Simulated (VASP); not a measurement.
# Si16C (a cell with a defect) in VASP: single point with PBE

Aim: the single point of Si16C (a cell with a defect) with PBE.

Program: VASP 6.6.1. These are calculated values, not measurements. Logs are shortened: lines on timing, memory, paths and dates and some standing lists are left out, and cuts for length are marked.

## 1. The cell of the first run

The cell holds a defect, 17 atoms: a = 7.679 Å, b = 7.679 Å, c = 7.679 Å, α = 60.00°, β = 60.00°, γ = 60.00°.

## 2. Single point, PBE, collinear spin

File INCAR:

```
SYSTEM = Si16C
PREC = Accurate ; ENCUT = 520
EDIFF = 1E-7 ; ISMEAR = 0
SIGMA = 0.05 ; LREAL = Auto
LASPH = .True. ; NELM = 150
ALGO = Normal ; ISIF = 2
LWAVE = .False. ; LCHARG = .False.
ISPIN = 2 ; MAGMOM = 0 0 0 0 0 0 0 0 0 0 0 0 0 0 0 0 1
LORBIT = 11 ; GGA = PE
NBANDS = 52
```

File KPOINTS:

```
Automatic mesh
0
Gamma
  2 2 2
  0 0 0
```

File POSCAR:

```
Si16C
1.0
    0.0000000000      5.4300000000      5.4300000000
    5.4300000000      0.0000000000      5.4300000000
    5.4300000000      5.4300000000      0.0000000000
Si C
16 1
Direct
    0.0192467545     -0.0100660842      0.0008395686
    0.1249399814      0.1194453207      0.1384258654
    0.0144919421     -0.0188059393      0.5116933314
    0.1249905275      0.1244847958      0.6258545313
    0.0078718144      0.4929602299      0.0063917034
    0.1248102293      0.6171589686      0.1387363752
    0.0143023613      0.4924249798      0.5119962493
    0.1519360399      0.6078163606      0.6323819001
    0.4980921207     -0.0166254666      0.0116869351
    0.6523434710      0.1483114356      0.0511122759
    0.4726088800      0.0598608969      0.4082487869
    0.6459915025      0.0805339851      0.6443508017
    0.4980092602      0.5068675732      0.0119106716
    0.6333881506      0.6094964151      0.1478105907
    0.5263679902      0.4756937185      0.5224689257
    0.6457462486      0.6295186631      0.6444038380
    0.6548868158      0.8974152172      0.5506015596
```

Potentials or basis: VASP PAW PBE potentials, release 64 (Si, C).

On the command line:

```sh
$ cat potpaw_PBE.64/Si/POTCAR potpaw_PBE.64/C/POTCAR > POTCAR
$ mpirun -np 1 vasp_std > vasp.out
```

OUTCAR:

```text
SYSTEM = Si16C
   PREC = Accurate
   ENCUT = 520
   EDIFF = 1E-7
   ISMEAR = 0
   LREAL = Auto
   LASPH = .True.
   NELM = 150
   ISIF = 2
   ISPIN = 2
   LORBIT = 11
   GGA = PE

 ion  position               nearest neighbor table
   1  0.019  0.990  0.001-   6 2.34   2 2.34  10 2.35   4 2.35
   2  0.125  0.119  0.138-   1 2.34   9 2.34   5 2.34   3 2.34
   3  0.014  0.981  0.512-   4 2.31  12 2.32   8 2.34   2 2.34
   4  0.125  0.124  0.626-  11 2.28   7 2.31   3 2.31   1 2.35
   5  0.008  0.493  0.006-   6 2.34   2 2.34   8 2.35  14 2.35
   6  0.125  0.617  0.139-   1 2.34  13 2.34   5 2.34   7 2.34
   7  0.014  0.492  0.512-   4 2.31  16 2.32   6 2.34   8 2.34
   8  0.152  0.608  0.632-   3 2.34   7 2.34   5 2.35  15 2.35
   9  0.498  0.983  0.012-  10 2.31  12 2.31   2 2.34  14 2.35
  10  0.652  0.148  0.051-  11 2.28  13 2.31   9 2.31   1 2.35
  11  0.473  0.060  0.408-  17 1.77  10 2.28   4 2.28  12 2.83  16 2.83
  12  0.646  0.081  0.644-  17 1.84   9 2.31   3 2.32  15 2.48  11 2.83
  13  0.498  0.507  0.012-  10 2.31  16 2.31   6 2.34  14 2.35
  14  0.633  0.609  0.148-   9 2.35  13 2.35   5 2.35  15 2.35
  15  0.526  0.476  0.522-   8 2.35  14 2.35  16 2.48  12 2.48
  16  0.646  0.630  0.644-  17 1.84  13 2.31   7 2.32  15 2.48  11 2.83
  17  0.655  0.897  0.551-  11 1.77  12 1.84  16 1.84

  LATTYP: Found a face centered cubic cell.
 ALAT       =    10.8600000000

  Lattice vectors:

 A1 = (   0.0000000000,   5.4300000000,   5.4300000000)
 A2 = (   5.4300000000,   0.0000000000,   5.4300000000)
 A3 = (   5.4300000000,   5.4300000000,   0.0000000000)

Analysis of symmetry for initial positions (statically):
=====================================================================
 Subroutine PRICEL returns:
 Original cell was already a primitive cell.

 Routine SETGRP: Setting up the symmetry group for a
 face centered cubic supercell.

 Subroutine GETGRP returns: Found  1 space group operations
 (whereof  1 operations were pure point group operations)
 out of a pool of 48 trial point group operations.

The static configuration has the point symmetry C_1 .

Analysis of symmetry for dynamics (positions and initial velocities):
=====================================================================
 Subroutine PRICEL returns:
 Original cell was already a primitive cell.

 Routine SETGRP: Setting up the symmetry group for a
 face centered cubic supercell.

 Subroutine GETGRP returns: Found  1 space group operations
 (whereof  1 operations were pure point group operations)
 out of a pool of 48 trial point group operations.

The dynamic configuration has the point symmetry C_1 .

Analysis of structural, dynamic, and magnetic symmetry:
=====================================================================
 Subroutine PRICEL returns:
 Original cell was already a primitive cell.

 Routine SETGRP: Setting up the symmetry group for a
 face centered cubic supercell.

 Subroutine GETGRP returns: Found  1 space group operations
 (whereof  1 operations were pure point group operations)
 out of a pool of 48 trial point group operations.

The overall configuration has the point symmetry C_1 .

 Subroutine INISYM returns: Found  1 space group operations
 (whereof  1 operations are pure point group operations),
 and found     1 'primitive' translations

----------------------------------------------------------------------------------------

                                     Primitive cell

  volume of cell :     320.2060

  direct lattice vectors                    reciprocal lattice vectors
     0.000000000  5.430000000  5.430000000    -0.092081031  0.092081031  0.092081031
     5.430000000  0.000000000  5.430000000     0.092081031 -0.092081031  0.092081031
     5.430000000  5.430000000  0.000000000     0.092081031  0.092081031 -0.092081031

  length of vectors
     7.679179644  7.679179644  7.679179644     0.159489025  0.159489025  0.159489025

  position of ions in fractional coordinates (direct lattice)
     0.019246755  0.989933916  0.000839569
     0.124939981  0.119445321  0.138425865
     0.014491942  0.981194061  0.511693331
     0.124990528  0.124484796  0.625854531
     0.007871814  0.492960230  0.006391703
     0.124810229  0.617158969  0.138736375
[... 9 lines left out ...]
     0.645746249  0.629518663  0.644403838
     0.654886816  0.897415217  0.550601560

  ion indices of the primitive-cell ions
   primitive index   ion index
                 1           1
[... 61 lines left out ...]
 SYSTEM =  Si16C
   PREC   = accura    normal or accurate (medium, high low for compatibility)
   ISTART =      0    job   : 0-new  1-cont  2-samecut
   ICHARG =      2    charge: 1-file 2-atom 10-const
   ISPIN  =      2    spin polarized calculation?
   LNONCOLLINEAR =      F non collinear calculations
   LSORBIT =      F    spin-orbit coupling
   LASPH  =      T    aspherical Exc in radial PAW
   ENCUT  =  520.0 eV  38.22 Ry    6.18 a.u.  14.28 14.28 14.28*2*pi/ulx,y,z
   NELM   =    150;   NELMIN=  2; NELMDL= -5     # of ELM steps
   EDIFF  = 0.1E-06   stopping-criterion for ELM
   LREAL  =      T    real-space projection
   EDIFFG = 0.1E-05   stopping-criterion for IOM
   NSW    =      0    number of steps for IOM
   IBRION =     -1    ionic relax: 0-MD 1-quasi-New 2-CG
   NFREE  =      0    steps in history (QN), initial steepest desc. (CG)
   ISIF   =      2    stress and relaxation
   ISYM   =      2    0-nonsym 1-usesym 2-fastsym
   POTIM  = 0.5000    time-step for ionic-motion
   TEBEG  =    0.0;   TEEND  =   0.0 temperature during run
   PSTRESS=    0.0 pullay stress
   NELECT =      68.0000    total number of electrons
   NUPDOWN=      -1.0000    fix difference up-down
   EMIN   =  10.00;   EMAX   =-10.00  energy-range for DOS
   EFERMI =   0.00;   METHOD = LEGACY
   ISMEAR =     0;   SIGMA  =   0.05  broadening in eV -4-tet -1-fermi 0-gaus
   EFERMI_NEDOS =   21; number of points for ismear=-14 and -15
   IALGO  =     38    algorithm
   IMIX   =      4    mixing-type and parameters
     AMIX     =   0.40;   BMIX     =  1.00
     AMIX_MAG =   1.60;   BMIX_MAG =  1.00
  volume/ion in A,a.u.               =      18.84       127.11
  Fermi-wavevector in a.u.,A,eV,Ry     =   0.976715  1.845724 12.979587  0.953973
  Thomas-Fermi vector in A             =   2.107356
   LORBIT       =     11    0 simple, 1 ext, 2 COOP (PROOUT), +10 PAW based schemes
   GGA     = PE    functional components
   LHFCALC =     F    Hartree Fock is set to
   AEXX    =    0.0000 exact exchange contribution
   IVDW    =     0    specifies the selected vdW correction
   LEPSILON=     F    determine dielectric tensor
   LRPA    =     F    only Hartree local field effects (RPA)
 spin polarized calculation
 Gauss-broadening in eV      SIGMA  =   0.05
  energy-cutoff  :      520.00
  volume of cell :      320.21
 maximum number of plane-waves:      8646
 NGX is ok and might be reduce to    60
   NGX = 29   NGY = 29   NGZ = 29

 number of electron      68.0000001 magnetization      -0.0000013

 number of electron      68.0000001 magnetization       0.0000106

 Free energy of the ion-electron system (eV)
  ---------------------------------------------------
  ext. energy  EPLUGINS =         0.00000000
  ---------------------------------------------------
  free energy    TOTEN  =       -91.11004787 eV

  energy without entropy =      -91.10790451  energy(sigma->0) =      -91.10897619

 E-fermi :   6.3287     XC(G=0):  -9.5588

 val. band max:        6.2739522859   @ k =   0.0000   0.0000   0.5000
 cond. band min:       6.3832772264   @ k =   0.0000   0.0000   0.0000
 fundamental gap:      0.1093249405
 Fermi energy:         6.3286548711

 spin component 1

 k-point     1 :       0.0000    0.0000    0.0000
  band No.  band energies     occupation
      1      -7.0546      1.00000
      2      -5.3185      1.00000
      3      -3.8551      1.00000
      4      -3.8201      1.00000
      5      -3.7179      1.00000
      6      -2.9325      1.00000
[... 381 lines left out ...]
     45      10.2951      0.00000
     46      10.4039      0.00000
 Fermi energy:         6.3286548711

 spin component 2

 k-point     1 :       0.0000    0.0000    0.0000
  band No.  band energies     occupation
      1      -7.0546      1.00000
      2      -5.3185      1.00000
      3      -3.8551      1.00000
      4      -3.8201      1.00000
      5      -3.7180      1.00000
      6      -2.9325      1.00000
[... 381 lines left out ...]
     45      10.2951      0.00000
     46      10.4039      0.00000
 [bands above 46 left out]

------------------------ aborting loop because EDIFF is reached ----------------------------------------

  FORCE on cell =-STRESS in cart. coord.  units (eV):
  Direction    XX          YY          ZZ          XY          YZ          ZX
  --------------------------------------------------------------------------------------
  -------------------------------------------------------------------------------------
  Total        5.6304034     13.5716653      5.6213861      0.1992023     -0.1862521     -1.9580713
  in kB       28.1721902     67.9069521     28.1270715      0.9967254     -0.9319279     -9.7973718
  external PRESSURE =      41.4020713 kB  Pullay stress =       0.0000000 kB

 VOLUME and BASIS-vectors are now :
 -----------------------------------------------------------------------------
  energy-cutoff  :      520.00
  volume of cell :      320.21
      direct lattice vectors                 reciprocal lattice vectors
     0.000000000  5.430000000  5.430000000    -0.092081031  0.092081031  0.092081031
     5.430000000  0.000000000  5.430000000     0.092081031 -0.092081031  0.092081031
     5.430000000  5.430000000  0.000000000     0.092081031  0.092081031 -0.092081031

 POSITION                                       TOTAL-FORCE (eV/Angst)
 -----------------------------------------------------------------------------------
      5.37990      0.10907      5.47985         0.000740      0.007807     -0.000207
      1.40024      1.43008      1.32701        -0.006368     -0.008371     -0.013649
      8.10638      2.85719      5.40657         0.004873     -0.009352      0.012196
      4.07434      4.07709      1.35465         0.011289     -0.000452     -0.010095
      2.71148      0.07745      2.71952        -0.000130      0.013563     -0.001838
      4.10451      1.43106      4.02889         0.009590     -0.006822      0.010296
[... 9 lines left out ...]
      6.91740      7.00551      6.92469         0.004897      0.026572      0.007657
      7.86273      6.54580      8.42900        -0.000190      0.010421     -0.005945
 -----------------------------------------------------------------------------------
    total drift:                                0.002524     -0.005990     -0.001514

  FREE ENERGIE OF THE ION-ELECTRON SYSTEM (eV)
  ---------------------------------------------------
  free  energy   TOTEN  =       -91.1100478749 eV

  energy  without entropy=      -91.1079045095  energy(sigma->0) =      -91.10897619

 total charge

# of ion       s       p       d       tot
------------------------------------------
    1        0.741   0.945   0.000   1.686
    2        0.741   0.958   0.000   1.698
    3        0.753   0.951   0.000   1.704
    4        0.754   0.972   0.000   1.725
    5        0.738   0.962   0.000   1.699
    6        0.741   0.958   0.000   1.698
[... 9 lines left out ...]
   16        0.749   0.921   0.000   1.670
   17        0.885   1.601   0.000   2.485
--------------------------------------------------
tot         12.873  16.762   0.000  29.634

 magnetization (x)

# of ion       s       p       d       tot
------------------------------------------
    1        0.000  -0.000   0.000   0.000
    2        0.000   0.000   0.000   0.000
    3       -0.000   0.000   0.000  -0.000
    4        0.000   0.000   0.000   0.000
    5        0.000   0.000   0.000   0.000
    6        0.000   0.000   0.000   0.000
[... 9 lines left out ...]
   16       -0.000   0.000   0.000   0.000
   17        0.000   0.000   0.000   0.000
--------------------------------------------------
tot          0.000   0.000   0.000   0.000
```

Run time: 5.3 min. Hardware: 1 thread of Intel Xeon 6975P-C (Granite Rapids), shared host; peak memory 0.71 GiB.

Results:

```yaml
Free_energy: -91.1100 eV
Pressure: 4.1 GPa
Largest_force: 0.030 eV/Å
Band_gap_on_the_k_mesh: zero (filled and empty bands overlap)
Net_moment: 0.00 μB per cell
Valence_electrons_inside_the_program's_atomic_spheres: Si 1.69, 1.70, 1.73, 1.71, 1.72, 1.67, 1.65 (each value once); C 2.48
```

Forces in eV/Å, atoms in the order of the input:
```
Si   0.001  0.008  0.000
Si  -0.006 -0.008 -0.014
Si   0.005 -0.009  0.012
Si   0.011  0.000 -0.010
Si   0.000  0.014 -0.002
Si   0.010 -0.007  0.010
Si  -0.008 -0.012 -0.002
Si   0.011 -0.006 -0.012
Si   0.015  0.002  0.010
Si   0.002 -0.004 -0.003
Si  -0.016 -0.022  0.013
Si  -0.010  0.018 -0.001
Si  -0.011 -0.006 -0.007
Si  -0.011  0.001  0.009
Si   0.004 -0.004 -0.005
Si   0.005  0.027  0.008
C    0.000  0.010 -0.006
```

Caveat: the k points lie up to 0.50 Å⁻¹ apart, too coarse for converged energies and pressures of a metal.

The gap in the log of VASP goes by the Fermi energy; the results here count the filled bands.